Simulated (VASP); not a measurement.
In:

```
In
1.0
    -1.84410    1.84410    1.84410
     1.84410   -1.84410    1.84410
     1.84410    1.84410   -1.84410
In
1
Direct
  0.00000 0.00000 0.00000
```

This cell differs from its parent crystal: volume scaled by 0.94.

Base run:

```yaml
Program: VASP 6.6.1
Functional: PBEsol
Potentials_or_basis: VASP PAW PBE potentials, release 64 (In_d)
Cutoff: 520 eV
k_mesh: 10 × 10 × 10
Occupations: fermi-dirac, width 0.05 eV
Spin: no spin polarisation
```

Its results: pressure 1.2 GPa.

Q: The run is repeated on the same cell with these changes: functional from PBEsol to PBE0; k mesh from 10 × 10 × 10 to 6 × 6 × 6. What comes out?

A: Pressure 2.2 GPa.

Several settings changed at once, so the effect can't be laid on one alone.

Caveats: some runs use coarse meshes; the PAW data sets were made with another functional, which shifts forces and pressure a little.
